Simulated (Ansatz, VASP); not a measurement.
# One calculation of CoO, two programs

```
Co O
1.0
     3.16739    0.00000    0.00000
    -1.58369    2.74304    0.00000
     0.00000    0.00000    5.28850
Co O
2 2
Direct
  0.00000 0.00000 0.00714
  0.33333 0.66667 0.50714
  0.00000 0.00000 0.36786
  0.33333 0.66667 0.86786
```

Alike in both runs: task single point; functional PBE; k mesh 12 × 12 × 6; occupations gaussian, width 0.03 eV; collinear spin.

```csv
,VASP,Ansatz
version,VASP 6.6.1,Ansatz 0.2.0
potentials or method,"VASP PAW PBE potentials, release 64 (Co, O), cutoff 520 eV","scalar-relativistic, plane waves, PAW"
valence electrons in the cell,30,46
```

|  | VASP | Ansatz | Ansatz less VASP |
| --- | --- | --- | --- |
| gap on the k mesh at the Fermi level (eV) | 0.14 | 0.15 | +0.004 |
| least direct gap on the mesh (eV) | 0.23 | 0.22 | -0.011 |
| pressure (GPa) | -0.1 | 0.0 | +0.11 |
| traceless stress, the component that is largest in VASP (GPa) | -0.05 | 0.01 | +0.062 |
| net moment per atom (μB) | 0.00 | 0.00 | 0.000 |
| size of the moment on the site where the two differ most (μB) | 2.28 | 2.11 | -0.166 |

Site moments also hang on the region over which each program counts them. VASP's potentials hold 30 valence electrons a cell and Ansatz's 46, so a difference there can come from the potentials and not from the codes.
